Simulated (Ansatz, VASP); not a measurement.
**Be2Si in VASP and in Ansatz**

INCAR

```
SYSTEM = Be2Si
PREC     = Accurate       ! precision mode
ENCUT    = 600            ! plane-wave cutoff, eV
EDIFF    = 1E-6           ! SCF threshold, eV
ISMEAR   = -1             ! smearing method
SIGMA    = 0.02           ! smearing width, eV
LREAL    = .FALSE.        ! projectors in reciprocal space
LASPH    = .TRUE.         ! aspherical terms in the spheres
NELM     = 120            ! most SCF steps
ALGO     = Normal         ! electronic algorithm
ISIF     = 2              ! what is computed and relaxed
LWAVE    = .FALSE.        ! write WAVECAR
LCHARG   = .FALSE.        ! write CHGCAR
GGA      = PS             ! functional
NBANDS   = 11             ! bands
GGA_COMPAT= .FALSE.
```

KPOINTS

```
regular mesh
0
G
  5 5 5
  0 0 0
```

The input POSCAR:

```
Be2Si
1.0
    0.0000000000      2.6413830465      2.6413830465
    2.6413830465      0.0000000000      2.6413830465
    2.6413830465      2.6413830465      0.0000000000
Si Be
1 2
Direct
    0.0000000000      0.0000000000      0.0000000000
    0.2500000000      0.2500000000      0.2500000000
    0.7500000000      0.7500000000      0.7500000000
```

Input for Ansatz:

```yaml
crystal:
  lattice:
    - [0.0, 2.6413830465, 2.6413830465]
    - [2.6413830465, 0.0, 2.6413830465]
    - [2.6413830465, 2.6413830465, 0.0]
  atoms:
    - { symbol: Si, position: [0.0, 0.0, 0.0] }
    - { symbol: Be, position: [0.25, 0.25, 0.25] }
    - { symbol: Be, position: [0.75, 0.75, 0.75] }
kpoints:
  mp_grid: { grid: [5, 5, 5] }
hamiltonian:
  xc: pbesol
scf:
  occupations: { method: fermi_dirac, width: 0.02 }
  n_extra_bands: 4
output:
  forces: true
  stress: true
  eigenvalues: true
```

Alike in both runs: task single point; functional PBEsol; k mesh 5 × 5 × 5; occupations fermi-dirac, width 0.02 eV; no spin polarisation.

|  | VASP | Ansatz |
| --- | --- | --- |
| version | VASP 6.6.1 | Ansatz 0.2.0 |
| potentials or method | VASP PAW PBE potentials, release 64 (Si, Be) | plane waves |
| plane-wave cutoff (eV) | 600 | 420 |
| valence electrons in the cell | 8 | 8 |

|  | VASP | Ansatz | Ansatz less VASP |
| --- | --- | --- | --- |
| pressure (GPa) | -1.1 | -1.4 | -0.24 |

VASP's potentials were made for PBE, not for PBEsol. The functional is the same, so the differences come from potentials, cutoffs and numerics.

The k mesh is coarse, so the values compare programs but aren't converged.
